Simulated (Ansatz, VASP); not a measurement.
## CaO in VASP and in Ansatz

Contents of INCAR:

```
SYSTEM = CaO
  PREC = Accurate
  ENCUT = 520
  EDIFF = 1E-7
  ISMEAR = 0
  SIGMA = 0.05
  LREAL = .FALSE.
  LASPH = .TRUE.
  NELM = 80
  ALGO = Normal
  ISIF = 2
  LWAVE = .FALSE.
  LCHARG = .TRUE.
  GGA = PE
  LELF = .TRUE.
  LVHAR = .TRUE.
  NBANDS = 24
```

File KPOINTS:

```
regular mesh
0
G
  9 9 6
  0 0 0
```

Contents of POSCAR:

```
CaO
1.0
    4.2317390228      0.0000000000      0.0000000000
   -2.1158695114      3.4102313282      0.0000000000
    0.0000000000      0.0000000000      4.6154481346
Ca O
2 2
Direct
    0.3333333333      0.6666666667      0.7500000000
    0.6666666667      0.3333333333      0.2500000000
    0.3333333333      0.6666666667      0.2500000000
    0.6666666667      0.3333333333      0.7500000000
```

Input for Ansatz:

```yaml
crystal:
  lattice:
    - [4.2317390228, 0.0, 0.0]
    - [-2.1158695114, 3.4102313282, 0.0]
    - [0.0, 0.0, 4.6154481346]
  atoms:
    - { symbol: Ca, position: [0.3333333333, 0.6666666667, 0.75] }
    - { symbol: Ca, position: [0.6666666667, 0.3333333333, 0.25] }
    - { symbol: O, position: [0.3333333333, 0.6666666667, 0.25] }
    - { symbol: O, position: [0.6666666667, 0.3333333333, 0.75] }
basis:
  ecutwfc: 520.0
kpoints:
  mp_grid: { grid: [9, 9, 6] }
hamiltonian:
  xc: pbe
scf:
  occupations: { method: gaussian, width: 0.05 }
output:
  forces: true
  stress: true
  eigenvalues: true
```

Change from the starting cell: strain +e along x and -e along y +0.0367, strain +e along z and -e/2 along x and y -0.0400.

Alike in both runs: task single point; functional PBE; k mesh 9 × 9 × 6; occupations gaussian, width 0.05 eV; no spin polarisation.

```csv
,VASP,Ansatz
version,VASP 6.6.1,Ansatz 0.2.0
potentials or method,"VASP PAW PBE potentials, release 64 (Ca_sv, O), cutoff 520 eV","scalar-relativistic, plane waves, PAW"
valence electrons in the cell,32,32
```

Ansatz gave:

* gap on the k mesh at the Fermi level (eV): 2.95
* least direct gap on the mesh (eV): 2.95
* pressure (GPa): 1.5
* traceless stress, the component that is largest in VASP (GPa): 5.48
* rms of the force components (eV/Å): 0.202

**Question.** What did VASP give for the same quantities?

**Answer.** gap on the k mesh at the Fermi level (eV): 2.93; least direct gap on the mesh (eV): 2.93; pressure (GPa): 2.0; traceless stress, the component that is largest in VASP (GPa): 5.74; rms of the force components (eV/Å): 0.213.

Atom by atom the forces differ by 0.011 eV/Å (rms over components). The functional is the same, so the differences come from potentials, cutoffs and numerics.
